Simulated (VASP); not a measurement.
# Zr2GeW2 (I4/mmm) in VASP: single point with PBE

Aim: the single point of Zr2GeW2 with PBE.

Everything below comes from runs of VASP 6.6.1. Logs are shortened: lines on timing, memory, paths and dates and some standing lists are left out, and cuts for length are marked.

## Step 1: The cell of the first run

It takes space group I4/mmm (No. 139, tetragonal). Conventional cell: a = 3.635 Å, b = 3.635 Å, c = 12.243 Å, α = 90.00°, β = 90.00°, γ = 90.00°. Zr (site symmetry -4m2) has 4 W at 2.26 Å and 4 Zr at 2.57 Å within 3.0 Å. Within 4.1 Å of Ge (site symmetry 4/mmm) lie 8 W at 3.09 Å and 8 Zr at 3.56 Å and 4 Ge at 3.64 Å. Within 3.1 Å of W (site symmetry 4mm) lie 4 Zr at 2.26 Å and 4 Ge at 3.09 Å.

The cell was built from a structure type or drawn by symmetry, and may not be a known phase.

## Step 2: Single point, PBE

INCAR reads:

```
SYSTEM = Zr2GeW2
PREC = Accurate ; ENCUT = 500
EDIFF = 1E-6 ; ISMEAR = 0
SIGMA = 0.1 ; LREAL = .False.
LASPH = .True. ; NELM = 120
ALGO = Normal ; ISIF = 2
LWAVE = .False. ; LCHARG = .True.
GGA = PE ; LELF = .True.
LVHAR = .True. ; NBANDS = 41
GGA_COMPAT = .False.
```

KPOINTS reads:

```
Automatic mesh
0
Gamma
  6 6 6
  0 0 0
```

POSCAR reads:

```
Zr2GeW2
1.0
   -1.8177297700      1.8177297700      6.1214160400
    1.8177297700     -1.8177297700      6.1214160400
    1.8177297700      1.8177297700     -6.1214160400
Zr Ge W
2 1 2
Direct
    0.7500000000      0.2500000000      0.5000000000
    0.2500000000      0.7500000000      0.5000000000
    0.0000000000      0.0000000000      0.0000000000
    0.3600000100      0.3600000100      0.0000000000
    0.6399999900      0.6399999900      0.0000000000
```

Potentials or basis: VASP PAW PBE potentials, release 64 (Zr_sv, Ge_d, W_sv).

On the command line:

```sh
$ cat potpaw_PBE.64/Zr_sv/POTCAR potpaw_PBE.64/Ge_d/POTCAR potpaw_PBE.64/W_sv/POTCAR > POTCAR
$ mpirun -np 1 vasp_std > vasp.out
```

OUTCAR:

```text
SYSTEM = Zr2GeW2
   PREC = Accurate
   ENCUT = 500
   EDIFF = 1E-6
   ISMEAR = 0
   LREAL = .False.
   LASPH = .True.
   NELM = 120
   ISIF = 2
   GGA = PE

 ion  position               nearest neighbor table
   1  0.750  0.250  0.500-   4 2.26   5 2.26   4 2.26   5 2.26   2 2.57   2 2.57   2 2.57   2 2.57

   2  0.250  0.750  0.500-   4 2.26   5 2.26   4 2.26   5 2.26   1 2.57   1 2.57   1 2.57   1 2.57

   3  0.000  0.000  0.000-   5 3.09   5 3.09   5 3.09   4 3.09   5 3.09   4 3.09   4 3.09   4 3.09

   4  0.360  0.360  0.000-   1 2.26   2 2.26   2 2.26   1 2.26   3 3.09   3 3.09   3 3.09   3 3.09
                             5 3.43
   5  0.640  0.640  0.000-   2 2.26   1 2.26   1 2.26   2 2.26   3 3.09   3 3.09   3 3.09   3 3.09
                             4 3.43

  LATTYP: Found a body centered tetragonal cell.
 ALAT       =     3.6354595400
 C/A-ratio  =     3.3676161006

  Lattice vectors:

 A1 = (  -1.8177297700,   1.8177297700,   6.1214160400)
 A2 = (   1.8177297700,  -1.8177297700,   6.1214160400)
 A3 = (   1.8177297700,   1.8177297700,  -6.1214160400)

Analysis of symmetry for initial positions (statically):
=====================================================================
 Subroutine PRICEL returns:
 Original cell was already a primitive cell.

 Routine SETGRP: Setting up the symmetry group for a
 body centered tetragonal supercell.

 Subroutine GETGRP returns: Found 16 space group operations
 (whereof 16 operations were pure point group operations)
 out of a pool of 16 trial point group operations.

The static configuration has the point symmetry D_4h.

Analysis of symmetry for dynamics (positions and initial velocities):
=====================================================================
 Subroutine PRICEL returns:
 Original cell was already a primitive cell.

 Routine SETGRP: Setting up the symmetry group for a
 body centered tetragonal supercell.

 Subroutine GETGRP returns: Found 16 space group operations
 (whereof 16 operations were pure point group operations)
 out of a pool of 16 trial point group operations.

The dynamic configuration has the point symmetry D_4h.

 Subroutine INISYM returns: Found 16 space group operations
 (whereof 16 operations are pure point group operations),
 and found     1 'primitive' translations

----------------------------------------------------------------------------------------

                                     Primitive cell

  volume of cell :      80.9041

  direct lattice vectors                    reciprocal lattice vectors
    -1.817729770  1.817729770  6.121416040     0.000000000  0.275068389  0.081680447
     1.817729770 -1.817729770  6.121416040     0.275068389  0.000000000  0.081680447
     1.817729770  1.817729770 -6.121416040     0.275068389  0.275068389  0.000000000

  length of vectors
     6.639278377  6.639278377  6.639278377     0.286939566  0.286939566  0.389005447

  position of ions in fractional coordinates (direct lattice)
     0.750000000  0.250000000  0.500000000
     0.250000000  0.750000000  0.500000000
     0.000000000  0.000000000  0.000000000
     0.360000010  0.360000010  0.000000000
     0.639999990  0.639999990  0.000000000

  ion indices of the primitive-cell ions
   primitive index   ion index
                 1           1
                 2           2
                 3           3
                 4           4
                 5           5

----------------------------------------------------------------------------------------

 KPOINTS: Automatic mesh

Automatic generation of k-mesh.
 Grid dimensions read from file:
 generate k-points for:    6    6    6

 Generating k-lattice:

  Cartesian coordinates                     Fractional coordinates (reciprocal lattice)
     0.000000000  0.045844732  0.013613408     0.166666667  0.000000000  0.000000000
     0.045844732  0.000000000  0.013613408     0.000000000  0.166666667  0.000000000
     0.045844732  0.045844732  0.000000000     0.000000000  0.000000000  0.166666667

  Length of vectors
     0.047823261  0.047823261  0.064834241

  Shift w.r.t. Gamma in fractional coordinates (k-lattice)
     0.000000000  0.000000000  0.000000000

 Subroutine IBZKPT returns following result:
 ===========================================

 Found     30 irreducible k-points:

 Following reciprocal coordinates:
            Coordinates               Weight
  0.000000  0.000000  0.000000      1.000000
  0.166667 -0.000000  0.000000      8.000000
  0.333333  0.000000 -0.000000      8.000000
  0.500000 -0.000000  0.000000      4.000000
  0.166667  0.166667  0.000000      8.000000
  0.333333  0.166667 -0.000000     16.000000
[... 16 lines left out ...]
 -0.333333 -0.333333  0.166667      8.000000
 -0.166667 -0.333333  0.166667      8.000000
 [... further k-points ...]
   k-points           NKPTS =     30   k-points in BZ     NKDIM =     30   number of bands    NBANDS=     41
   number of dos      NEDOS =    301   number of ions     NIONS =      5
   total plane-waves  NPLWV = 110592
   dimension x,y,z NGX =    48 NGY =   48 NGZ =   48
   dimension x,y,z NGXF=    96 NGYF=   96 NGZF=   96
   ions per type =               2   1   2
   NGX,Y,Z   is equivalent  to a cutoff of  12.02, 12.02, 12.02 a.u.
   NGXF,Y,Z  is equivalent  to a cutoff of  24.04, 24.04, 24.04 a.u.
 SYSTEM =  Zr2GeW2
   PREC   = accura    normal or accurate (medium, high low for compatibility)
   ISTART =      0    job   : 0-new  1-cont  2-samecut
   ICHARG =      2    charge: 1-file 2-atom 10-const
   ISPIN  =      1    spin polarized calculation?
   LNONCOLLINEAR =      F non collinear calculations
   LSORBIT =      F    spin-orbit coupling
   LASPH  =      T    aspherical Exc in radial PAW
   ENCUT  =  500.0 eV  36.75 Ry    6.06 a.u.  12.10 12.10 12.10*2*pi/ulx,y,z
   NELM   =    120;   NELMIN=  2; NELMDL= -5     # of ELM steps
   EDIFF  = 0.1E-05   stopping-criterion for ELM
   LREAL  =      F    real-space projection
   EDIFFG = 0.1E-04   stopping-criterion for IOM
   NSW    =      0    number of steps for IOM
   IBRION =     -1    ionic relax: 0-MD 1-quasi-New 2-CG
   NFREE  =      0    steps in history (QN), initial steepest desc. (CG)
   ISIF   =      2    stress and relaxation
   ISYM   =      2    0-nonsym 1-usesym 2-fastsym
   POTIM  = 0.5000    time-step for ionic-motion
   TEBEG  =    0.0;   TEEND  =   0.0 temperature during run
   PSTRESS=    0.0 pullay stress
   NELECT =      66.0000    total number of electrons
   NUPDOWN=      -1.0000    fix difference up-down
   EMIN   =  10.00;   EMAX   =-10.00  energy-range for DOS
   EFERMI =   0.00;   METHOD = LEGACY
   ISMEAR =     0;   SIGMA  =   0.10  broadening in eV -4-tet -1-fermi 0-gaus
   EFERMI_NEDOS =   21; number of points for ismear=-14 and -15
   IALGO  =     38    algorithm
   IMIX   =      4    mixing-type and parameters
     AMIX     =   0.40;   BMIX     =  1.00
     AMIX_MAG =   1.60;   BMIX_MAG =  1.00
  volume/ion in A,a.u.               =      16.18       109.19
  Fermi-wavevector in a.u.,A,eV,Ry     =   1.529675  2.890667 31.836368  2.339907
  Thomas-Fermi vector in A             =   2.637264
   LORBIT       =      0    0 simple, 1 ext, 2 COOP (PROOUT), +10 PAW based schemes
   GGA     = PE    functional components
   LHFCALC =     F    Hartree Fock is set to
   AEXX    =    0.0000 exact exchange contribution
   IVDW    =     0    specifies the selected vdW correction
   LEPSILON=     F    determine dielectric tensor
   LRPA    =     F    only Hartree local field effects (RPA)
 non-spin polarized calculation
 Gauss-broadening in eV      SIGMA  =   0.10
  energy-cutoff  :      500.00
  volume of cell :       80.90
 maximum number of plane-waves:      2070
   NGX = 25   NGY = 25   NGZ = 25

 number of electron      66.0000001 magnetization

 Free energy of the ion-electron system (eV)
  ---------------------------------------------------
  ext. energy  EPLUGINS =         0.00000000
  ---------------------------------------------------
  free energy    TOTEN  =       -29.25047047 eV

  energy without entropy =      -29.21928292  energy(sigma->0) =      -29.23487669

 E-fermi :  11.0188     XC(G=0): -12.6143

 val. band max:       11.0073001048   @ k =   0.1667   0.1667   0.0000
 cond. band min:      11.0322975400   @ k =  -0.3333   0.5000   0.3333
 fundamental gap:      0.0249974353
 Fermi energy:        11.0187677878

 k-point     1 :       0.0000    0.0000    0.0000
  band No.  band energies     occupation
      1     -62.3141      2.00000
      2     -62.3043      2.00000
      3     -37.2611      2.00000
      4     -36.0796      2.00000
      5     -27.1230      2.00000
      6     -27.0921      2.00000
[... 33 lines left out ...]
     40      17.1491      0.00000
     41      17.1494      0.00000

 k-point     2 :       0.1667   -0.0000    0.0000
  band No.  band energies     occupation
      1     -62.3127      2.00000
      2     -62.3043      2.00000
      3     -37.1998      2.00000
      4     -36.1813      2.00000
      5     -27.1444      2.00000
      6     -27.0786      2.00000
[... 33 lines left out ...]
     40      15.5887      0.00000
     41      16.6894      0.00000

 k-point     3 :       0.3333    0.0000   -0.0000
  band No.  band energies     occupation
      1     -62.3095      2.00000
      2     -62.3045      2.00000
      3     -37.0217      2.00000
      4     -36.4389      2.00000
      5     -27.1585      2.00000
      6     -27.1073      2.00000
[... 33 lines left out ...]
     40      16.1430      0.00000
     41      16.2864      0.00000

 k-point     4 :       0.5000   -0.0000    0.0000
  band No.  band energies     occupation
      1     -62.3069      2.00000
      2     -62.3057      2.00000
      3     -36.7499      2.00000
      4     -36.7498      2.00000
      5     -27.1685      2.00000
      6     -27.1360      2.00000
[... 825 lines left out ...]
     40      15.4485      0.00000
     41      16.4100      0.00000

 k-point    23 :      -0.3333   -0.3333    0.1667
  band No.  band energies     occupation
      1     -62.3107      2.00000
      2     -62.3048      2.00000
      3     -37.1465      2.00000
      4     -36.2680      2.00000
      5     -27.2107      2.00000
      6     -27.0798      2.00000
[... 33 lines left out ...]
     40      15.3485      0.00000
     41      15.4806      0.00000

 k-point    24 :      -0.1667   -0.3333    0.1667
  band No.  band energies     occupation
      1     -62.3122      2.00000
      2     -62.3047      2.00000
      3     -37.1997      2.00000
      4     -36.1813      2.00000
      5     -27.1634      2.00000
      6     -27.0801      2.00000
[... 33 lines left out ...]
     40      15.4564      0.00000
     41      16.3411      0.00000

 [... further k-points ...]

------------------------ aborting loop because EDIFF is reached ----------------------------------------

  FORCE on cell =-STRESS in cart. coord.  units (eV):
  Direction    XX          YY          ZZ          XY          YZ          ZX
  --------------------------------------------------------------------------------------
  -------------------------------------------------------------------------------------
  Total       47.6714916     47.6714916     32.9407580      0.0000000     -0.0000000      0.0000000
  in kB      944.0582574    944.0582574    652.3394490      0.0000000     -0.0000000      0.0000000
  external PRESSURE =     846.8186546 kB  Pullay stress =       0.0000000 kB

 VOLUME and BASIS-vectors are now :
 -----------------------------------------------------------------------------
  energy-cutoff  :      500.00
  volume of cell :       80.90
      direct lattice vectors                 reciprocal lattice vectors
    -1.817729770  1.817729770  6.121416040     0.000000000  0.275068389  0.081680447
     1.817729770 -1.817729770  6.121416040     0.275068389  0.000000000  0.081680447
     1.817729770  1.817729770 -6.121416040     0.275068389  0.275068389  0.000000000

 POSITION                                       TOTAL-FORCE (eV/Angst)
 -----------------------------------------------------------------------------------
     -0.00000      1.81773      3.06071         0.000000      0.000000      0.000000
      1.81773     -0.00000      3.06071         0.000000      0.000000      0.000000
      0.00000      0.00000      0.00000         0.000000      0.000000     -0.000000
      0.00000      0.00000      4.40742        -0.000000     -0.000000     14.344627
      0.00000      0.00000      7.83541        -0.000000     -0.000000    -14.344627
 -----------------------------------------------------------------------------------
    total drift:                                0.000000      0.000000      0.000000

  FREE ENERGIE OF THE ION-ELECTRON SYSTEM (eV)
  ---------------------------------------------------
  free  energy   TOTEN  =       -29.2504704654 eV

  energy  without entropy=      -29.2192829156  energy(sigma->0) =      -29.23487669
```

It took 6.2 min on 1 thread of Intel Xeon 8259CL, shared host; peak memory 0.37 GiB.

Results:

| Item | Value |
| --- | --- |
| Free energy | -29.2505 eV |
| Pressure | 84.7 GPa |
| Largest force | 14.345 eV/Å |
| Band gap on the k mesh | zero (bands 33 and 34 overlap by 0.94 eV) |

Forces in eV/Å, atoms in the order of the input:
```
Zr    0.000   0.000   0.000
Zr    0.000   0.000   0.000
Ge    0.000   0.000   0.000
W     0.000   0.000  14.345
W     0.000   0.000 -14.345
```

Stress tensor (GPa, compression positive):
```
94.41  0.00  0.00
 0.00 94.41  0.00
 0.00  0.00 65.23
```

Caveat: the cell stands under pressure; spin-orbit coupling is left out, which moves the levels of the heavy elements; forces of over 1 eV/Å act on the atoms, so gaps and moduli don't describe the material at rest.
